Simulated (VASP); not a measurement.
# Al (I4/mmm) in VASP: a series of runs

The runs below take Al through single point, with PBE.

All numbers are computed with VASP 6.6.1; they aren't measurements. Logs are shortened: lines on timing, memory, paths and dates and some standing lists are left out, and cuts for length are marked.

## Step 1: The cell of the first run

Symmetry: I4/mmm, No. 139, tetragonal system. The conventional cell has a = 2.905 Å, b = 2.905 Å, c = 4.169 Å, α = 90.00°, β = 90.00°, γ = 90.00°. Within 3.8 Å of Al (site symmetry 4/mmm) lie 12 Al at 2.91 to 2.93 Å.

## Step 2: Single point, PBE (strain +0.015 along x and y, +0.030 along z)

INCAR reads:

```
SYSTEM = Al
  PREC = Accurate
  ENCUT = 520
  EDIFF = 1E-6
  ISMEAR = 0
  SIGMA = 0.15
  LREAL = .False.
  LASPH = .True.
  NELM = 80
  ALGO = Fast
  ISIF = 2
  LWAVE = .False.
  LCHARG = .True.
  GGA = PE
  LELF = .True.
  LVHAR = .True.
  NBANDS = 8
```

KPOINTS reads:

```
regular mesh
0
Gamma
  20 20 20
  0 0 0
```

POSCAR reads:

```
Al
1.0
    0.0000000000      2.0543397000      2.0846994000
    2.0543397000      0.0000000000      2.0846994000
    2.0543397000      2.0543397000      0.0000000000
Al
1
Direct
    0.0000000000      0.0000000000      0.0000000000
```

Potentials or basis: VASP PAW PBE potentials, release 64 (Al).

Started as:

```bash
$ cat potpaw_PBE.64/Al/POTCAR > POTCAR
$ mpirun -np 1 vasp_std > vasp.out
```

OUTCAR:

```text
SYSTEM = Al
   PREC = Accurate
   ENCUT = 520
   EDIFF = 1E-6
   ISMEAR = 0
   LREAL = .False.
   LASPH = .True.
   NELM = 80
   ISIF = 2
   GGA = PE

 ion  position               nearest neighbor table
   1  0.000  0.000  0.000-

  LATTYP: Found a body centered tetragonal cell.
 ALAT       =     2.9052750655
 C/A-ratio  =     1.4351132702

  Lattice vectors:

 A1 = (  -2.0543397000,   0.0000000000,   2.0846994000)
 A2 = (   2.0543397000,   0.0000000000,   2.0846994000)
 A3 = (   0.0000000000,   2.0543397000,  -2.0846994000)

Analysis of symmetry for initial positions (statically):
=====================================================================
 Subroutine PRICEL returns:
 Original cell was already a primitive cell.

 Routine SETGRP: Setting up the symmetry group for a
 body centered tetragonal supercell.

 Subroutine GETGRP returns: Found 16 space group operations
 (whereof 16 operations were pure point group operations)
 out of a pool of 16 trial point group operations.

The static configuration has the point symmetry D_4h.

Analysis of symmetry for dynamics (positions and initial velocities):
=====================================================================
 Subroutine PRICEL returns:
 Original cell was already a primitive cell.

 Routine SETGRP: Setting up the symmetry group for a
 body centered tetragonal supercell.

 Subroutine GETGRP returns: Found 16 space group operations
 (whereof 16 operations were pure point group operations)
 out of a pool of 16 trial point group operations.

The dynamic configuration has the point symmetry D_4h.

 Subroutine INISYM returns: Found 16 space group operations
 (whereof 16 operations are pure point group operations),
 and found     1 'primitive' translations

----------------------------------------------------------------------------------------

                                     Primitive cell

  volume of cell :      17.5962

  direct lattice vectors                    reciprocal lattice vectors
     0.000000000  2.054339700  2.084699400    -0.243387206  0.243387206  0.239842732
     2.054339700  0.000000000  2.084699400     0.243387206 -0.243387206  0.239842732
     2.054339700  2.054339700  0.000000000     0.243387206  0.243387206 -0.239842732

  length of vectors
     2.926821346  2.926821346  2.905275065     0.419522586  0.419522586  0.419522586

  position of ions in fractional coordinates (direct lattice)
     0.000000000  0.000000000  0.000000000

  ion indices of the primitive-cell ions
   primitive index   ion index
                 1           1

----------------------------------------------------------------------------------------

 KPOINTS: regular mesh

Automatic generation of k-mesh.
 Grid dimensions read from file:
 generate k-points for:   20   20   20

 Generating k-lattice:

  Cartesian coordinates                     Fractional coordinates (reciprocal lattice)
    -0.012169360  0.012169360  0.011992137     0.050000000  0.000000000  0.000000000
     0.012169360 -0.012169360  0.011992137     0.000000000  0.050000000  0.000000000
     0.012169360  0.012169360 -0.011992137     0.000000000  0.000000000  0.050000000

  Length of vectors
     0.020976129  0.020976129  0.020976129

  Shift w.r.t. Gamma in fractional coordinates (k-lattice)
     0.000000000  0.000000000  0.000000000

 Subroutine IBZKPT returns following result:
 ===========================================

 Found    641 irreducible k-points:

 Following reciprocal coordinates:
            Coordinates               Weight
  0.000000  0.000000  0.000000      1.000000
  0.050000  0.000000  0.000000      8.000000
  0.100000  0.000000  0.000000      8.000000
  0.150000 -0.000000  0.000000      8.000000
  0.200000  0.000000  0.000000      8.000000
  0.250000  0.000000  0.000000      8.000000
[... 16 lines left out ...]
 -0.400000  0.050000  0.000000      8.000000
 -0.350000  0.050000  0.000000      8.000000
 [... further k-points ...]
   k-points           NKPTS =    641   k-points in BZ     NKDIM =    641   number of bands    NBANDS=      8
   number of dos      NEDOS =    301   number of ions     NIONS =      1
   total plane-waves  NPLWV =  13824
   dimension x,y,z NGX =    24 NGY =   24 NGZ =   24
   dimension x,y,z NGXF=    48 NGYF=   48 NGZF=   48
   ions per type =               1
   NGX,Y,Z   is equivalent  to a cutoff of  13.63, 13.63, 13.73 a.u.
   NGXF,Y,Z  is equivalent  to a cutoff of  27.26, 27.26, 27.47 a.u.
 SYSTEM =  Al
   PREC   = accura    normal or accurate (medium, high low for compatibility)
   ISTART =      0    job   : 0-new  1-cont  2-samecut
   ICHARG =      2    charge: 1-file 2-atom 10-const
   ISPIN  =      1    spin polarized calculation?
   LNONCOLLINEAR =      F non collinear calculations
   LSORBIT =      F    spin-orbit coupling
   LASPH  =      T    aspherical Exc in radial PAW
   ENCUT  =  520.0 eV  38.22 Ry    6.18 a.u.   5.44  5.44  5.40*2*pi/ulx,y,z
   NELM   =     80;   NELMIN=  2; NELMDL= -5     # of ELM steps
   EDIFF  = 0.1E-05   stopping-criterion for ELM
   LREAL  =      F    real-space projection
   EDIFFG = 0.1E-04   stopping-criterion for IOM
   NSW    =      0    number of steps for IOM
   IBRION =     -1    ionic relax: 0-MD 1-quasi-New 2-CG
   NFREE  =      0    steps in history (QN), initial steepest desc. (CG)
   ISIF   =      2    stress and relaxation
   ISYM   =      2    0-nonsym 1-usesym 2-fastsym
   POTIM  = 0.5000    time-step for ionic-motion
   TEBEG  =    0.0;   TEEND  =   0.0 temperature during run
   PSTRESS=    0.0 pullay stress
   NELECT =       3.0000    total number of electrons
   NUPDOWN=      -1.0000    fix difference up-down
   EMIN   =  10.00;   EMAX   =-10.00  energy-range for DOS
   EFERMI =   0.00;   METHOD = LEGACY
   ISMEAR =     0;   SIGMA  =   0.15  broadening in eV -4-tet -1-fermi 0-gaus
   EFERMI_NEDOS =   21; number of points for ismear=-14 and -15
   IALGO  =     68    algorithm
   IMIX   =      4    mixing-type and parameters
     AMIX     =   0.40;   BMIX     =  1.00
     AMIX_MAG =   1.60;   BMIX_MAG =  1.00
  volume/ion in A,a.u.               =      17.60       118.74
  Fermi-wavevector in a.u.,A,eV,Ry     =   0.907770  1.715437 11.211837  0.824047
  Thomas-Fermi vector in A             =   2.031617
   LORBIT       =      0    0 simple, 1 ext, 2 COOP (PROOUT), +10 PAW based schemes
   GGA     = PE    functional components
   LHFCALC =     F    Hartree Fock is set to
   AEXX    =    0.0000 exact exchange contribution
   IVDW    =     0    specifies the selected vdW correction
   LEPSILON=     F    determine dielectric tensor
   LRPA    =     F    only Hartree local field effects (RPA)
 non-spin polarized calculation
 RMM-DIIS sequential band-by-band and
 Gauss-broadening in eV      SIGMA  =   0.15
  energy-cutoff  :      520.00
  volume of cell :       17.60
 maximum number of plane-waves:       497
 NGX is ok and might be reduce to    24
   NGX = 11   NGY = 11   NGZ = 11

 number of electron       3.0000000 magnetization

 Free energy of the ion-electron system (eV)
  ---------------------------------------------------
  ext. energy  EPLUGINS =         0.00000000
  ---------------------------------------------------
  free energy    TOTEN  =        -3.73170572 eV

  energy without entropy =       -3.72676922  energy(sigma->0) =       -3.72923747

 E-fermi :   7.3802     XC(G=0):  -9.9662

 val. band max:        7.3748911525   @ k =  -0.3500   0.0000   0.3500
 cond. band min:       7.3836591471   @ k =  -0.4500   0.3500   0.0000
 fundamental gap:      0.0087679946
 Fermi energy:         7.3801746181

 k-point     1 :       0.0000    0.0000    0.0000
  band No.  band energies     occupation
      1      -3.3524      2.00000
      2      19.5131      0.00000
      3      19.6679      0.00000
      4      19.6679      0.00000
      5      20.6206      0.00000
      6      20.6206      0.00000
      7      20.6609      0.00000
      8      23.3559      0.00000

 k-point     2 :       0.0500    0.0000    0.0000
  band No.  band energies     occupation
      1      -3.2872      2.00000
      2      18.2563      0.00000
      3      19.2413      0.00000
      4      19.3364      0.00000
      5      21.0527      0.00000
      6      21.0669      0.00000
      7      21.2755      0.00000
      8      24.0275      0.00000

 k-point     3 :       0.1000    0.0000    0.0000
  band No.  band energies     occupation
      1      -3.0920      2.00000
      2      16.3336      0.00000
      3      18.7341      0.00000
      4      18.8466      0.00000
      5      21.4478      0.00000
      6      21.8278      0.00000
      7      21.8364      0.00000
      8      24.5893      0.00000

 k-point     4 :       0.1500   -0.0000    0.0000
  band No.  band energies     occupation
      1      -2.7672      2.00000
      2      14.3827      0.00000
      3      18.2876      0.00000
      4      18.4247      0.00000
      5      21.3554      0.00000
      6      22.4583      0.00000
      7      22.5871      0.00000
      8      23.9466      0.00000

 k-point     5 :       0.2000    0.0000    0.0000
  band No.  band energies     occupation
      1      -2.3136      2.00000
      2      12.4807      0.00000
      3      17.9368      0.00000
      4      18.1012      0.00000
      5      21.2147      0.00000
      6      22.0787      0.00000
      7      22.5201      0.00000
      8      24.4111      0.00000

 k-point     6 :       0.2500    0.0000    0.0000
  band No.  band energies     occupation
      1      -1.7325      2.00000
      2      10.6556      0.00000
      3      17.6903      0.00000
      4      17.8836      0.00000
      5      21.1063      0.00000
      6      21.2573      0.00000
      7      21.7279      0.00000
      8      25.4002      0.00000

 k-point     7 :       0.3000   -0.0000    0.0000
  band No.  band energies     occupation
      1      -1.0252      2.00000
      2       8.9215      0.00000
      3      17.5511      0.00000
      4      17.7742      0.00000
      5      20.4486      0.00000
      6      20.8992      0.00000
      7      21.0691      0.00000
      8      24.5496      0.00000
[... 133 lines left out ...]
 k-point    20 :       0.4500    0.0500    0.0000
  band No.  band energies     occupation
      1       1.5054      2.00000
      2       4.8697      2.00000
      3      17.0819      0.00000
      4      17.1892      0.00000
      5      18.2839      0.00000
      6      20.1459      0.00000
      7      21.9828      0.00000
      8      23.2701      0.00000

 k-point    21 :       0.5000    0.0500    0.0000
  band No.  band energies     occupation
      1       2.6566      2.00000
      2       3.5235      2.00000
      3      16.7467      0.00000
      4      17.3733      0.00000
      5      18.5671      0.00000
      6      19.6714      0.00000
      7      22.2318      0.00000
      8      22.8061      0.00000

 k-point    22 :      -0.4500    0.0500    0.0000
  band No.  band energies     occupation
      1       2.2901      2.00000
      2       3.9254      2.00000
      3      16.4102      0.00000
      4      17.7692      0.00000
      5      18.9675      0.00000
      6      19.3123      0.00000
      7      22.1808      0.00000
      8      22.8579      0.00000

 k-point    23 :      -0.4000    0.0500    0.0000
  band No.  band energies     occupation
      1       1.1750      2.00000
      2       5.3065      2.00000
      3      16.1848      0.00000
      4      18.2496      0.00000
      5      19.0891      0.00000
      6      19.4788      0.00000
      7      21.9129      0.00000
      8      23.3412      0.00000

 k-point    24 :      -0.3500    0.0500    0.0000
  band No.  band energies     occupation
      1       0.1792      2.00000
      2       6.7979      2.00000
      3      16.0720      0.00000
      4      18.6546      0.00000
      5      19.1601      0.00000
      6      20.0961      0.00000
      7      21.7182      0.00000
      8      23.9557      0.00000

 [... further k-points ...]

------------------------ aborting loop because EDIFF is reached ----------------------------------------

  FORCE on cell =-STRESS in cart. coord.  units (eV):
  Direction    XX          YY          ZZ          XY          YZ          ZX
  --------------------------------------------------------------------------------------
  -------------------------------------------------------------------------------------
  Total       -0.4542808     -0.4542808     -0.5118668      0.0000000      0.0000000      0.0000000
  in kB      -41.3634762    -41.3634762    -46.6068339      0.0000000      0.0000000      0.0000000
  external PRESSURE =     -43.1112621 kB  Pullay stress =       0.0000000 kB

 VOLUME and BASIS-vectors are now :
 -----------------------------------------------------------------------------
  energy-cutoff  :      520.00
  volume of cell :       17.60
      direct lattice vectors                 reciprocal lattice vectors
     0.000000000  2.054339700  2.084699400    -0.243387206  0.243387206  0.239842732
     2.054339700  0.000000000  2.084699400     0.243387206 -0.243387206  0.239842732
     2.054339700  2.054339700  0.000000000     0.243387206  0.243387206 -0.239842732

 POSITION                                       TOTAL-FORCE (eV/Angst)
 -----------------------------------------------------------------------------------
      0.00000      0.00000      0.00000         0.000000     -0.000000      0.000000
 -----------------------------------------------------------------------------------
    total drift:                               -0.000000      0.000000      0.000000

  FREE ENERGIE OF THE ION-ELECTRON SYSTEM (eV)
  ---------------------------------------------------
  free  energy   TOTEN  =        -3.7317057201 eV

  energy  without entropy=       -3.7267692247  energy(sigma->0) =       -3.72923747
```

Run time: 48 s. Hardware: 1 thread of Intel Xeon 8259CL, shared host; peak memory 0.19 GiB.

Results:

```
Free energy            : -3.7317 eV
Pressure               : -4.3 GPa
Band gap on the k mesh : zero (an odd number of electrons rules out a gap without spin polarisation)
```

Caveat: the cell differs from its parent crystal (strain +0.015 along x and y, +0.030 along z); the cell stands under tension.

## Step 3: Single point, PBE (strain +0.030 along x and y, +0.015 along z)

INCAR reads:

```
SYSTEM = Al
PREC     = Accurate       ! precision mode
ENCUT    = 520            ! plane-wave cutoff, eV
EDIFF    = 1E-7           ! SCF threshold, eV
ISMEAR   = 0              ! smearing method
SIGMA    = 0.15           ! smearing width, eV
LREAL    = .False.        ! projectors in reciprocal space
LASPH    = .True.         ! aspherical terms in the spheres
NELM     = 80             ! most SCF steps
ALGO     = Normal         ! electronic algorithm
ISIF     = 2              ! what is computed and relaxed
LWAVE    = .False.        ! write WAVECAR
LCHARG   = .True.         ! write CHGCAR
GGA      = PE             ! functional
LELF     = .True.         ! ELF
LVHAR    = .True.       
NBANDS   = 8              ! bands
```

KPOINTS reads:

```
Automatic mesh
0
Gamma
  20 20 20
  0 0 0
```

POSCAR reads:

```
Al
1.0
    0.0000000000      2.0846994000      2.0543397000
    2.0846994000      0.0000000000      2.0543397000
    2.0846994000      2.0846994000      0.0000000000
Al
1
Direct
    0.0000000000      0.0000000000      0.0000000000
```

Potentials or basis: VASP PAW PBE potentials, release 64 (Al).

Started as:

```bash
$ cat potpaw_PBE.64/Al/POTCAR > POTCAR
$ mpirun -np 1 vasp_std > vasp.out
```

OUTCAR:

```text
SYSTEM = Al
   PREC = Accurate
   ENCUT = 520
   EDIFF = 1E-7
   ISMEAR = 0
   LREAL = .False.
   LASPH = .True.
   NELM = 80
   ISIF = 2
   GGA = PE

 ion  position               nearest neighbor table
   1  0.000  0.000  0.000-

  LATTYP: Found a body centered tetragonal cell.
 ALAT       =     2.9482101650
 C/A-ratio  =     1.3936182192

  Lattice vectors:

 A1 = (   0.0000000000,  -2.0846994000,  -2.0543397000)
 A2 = (   0.0000000000,   2.0846994000,  -2.0543397000)
 A3 = (   2.0846994000,   0.0000000000,   2.0543397000)

Analysis of symmetry for initial positions (statically):
=====================================================================
 Subroutine PRICEL returns:
 Original cell was already a primitive cell.

 Routine SETGRP: Setting up the symmetry group for a
 body centered tetragonal supercell.

 Subroutine GETGRP returns: Found 16 space group operations
 (whereof 16 operations were pure point group operations)
 out of a pool of 16 trial point group operations.

The static configuration has the point symmetry D_4h.

Analysis of symmetry for dynamics (positions and initial velocities):
=====================================================================
[... 162 lines left out ...]
 Fermi energy:         7.2294540592

 k-point     1 :       0.0000    0.0000    0.0000
  band No.  band energies     occupation
      1      -3.3998      2.00000
      2      19.3427      0.00000
      3      19.3427      0.00000
      4      19.4938      0.00000
      5      20.2793      0.00000
      6      20.3208      0.00000
      7      20.3208      0.00000
      8      23.1086      0.00000
[... 243 lines left out ...]
 k-point    24 :      -0.3500    0.0500    0.0000
  band No.  band energies     occupation
      1       0.0753      2.00000
      2       6.6972      2.00000
      3      16.2123      0.00000
      4      18.0303      0.00000
      5      18.6418      0.00000
      6      19.7835      0.00000
      7      21.2925      0.00000
      8      24.1552      0.00000

 [... further k-points ...]

------------------------ aborting loop because EDIFF is reached ----------------------------------------

  FORCE on cell =-STRESS in cart. coord.  units (eV):
  Direction    XX          YY          ZZ          XY          YZ          ZX
  --------------------------------------------------------------------------------------
  -------------------------------------------------------------------------------------
  Total       -0.5662160     -0.5662160     -0.5668254      0.0000000     -0.0000000     -0.0000000
  in kB      -50.8046673    -50.8046673    -50.8593476      0.0000000     -0.0000000     -0.0000000
  external PRESSURE =     -50.8228941 kB  Pullay stress =       0.0000000 kB

 VOLUME and BASIS-vectors are now :
 -----------------------------------------------------------------------------
  energy-cutoff  :      520.00
  volume of cell :       17.86
      direct lattice vectors                 reciprocal lattice vectors
     0.000000000  2.084699400  2.054339700    -0.239842732  0.239842732  0.243387206
     2.084699400  0.000000000  2.054339700     0.239842732 -0.239842732  0.243387206
     2.084699400  2.084699400  0.000000000     0.239842732  0.239842732 -0.243387206

 POSITION                                       TOTAL-FORCE (eV/Angst)
 -----------------------------------------------------------------------------------
      0.00000      0.00000      0.00000        -0.000000      0.000000     -0.000000
 -----------------------------------------------------------------------------------
    total drift:                               -0.000000      0.000000      0.000000

  FREE ENERGIE OF THE ION-ELECTRON SYSTEM (eV)
  ---------------------------------------------------
  free  energy   TOTEN  =        -3.7242962576 eV

  energy  without entropy=       -3.7195132746  energy(sigma->0) =       -3.72190477
```

stdout:

```text
POSCAR found type information on POSCAR Al
 POSCAR found :  1 types and       1 ions
 scaLAPACK will be used
 LDA part: xc-table for (Slater+PW92), standard interpolation
 POSCAR, INCAR and KPOINTS ok, starting setup
 FFT: planning ... GRIDC
 FFT: planning ... GRID_SOFT
 FFT: planning ... GRID
 WAVECAR not read
 entering main loop
```

Wall time 58 s (1 thread of Intel Xeon 8259CL, shared host); peak memory 0.2 GiB.

What came out:

- Free energy: -3.7243 eV
- Pressure: -5.1 GPa
- Band gap on the k mesh: zero (an odd number of electrons rules out a gap without spin polarisation)

Caveat: the cell differs from its parent crystal (strain +0.030 along x and y, +0.015 along z); the cell stands under tension.
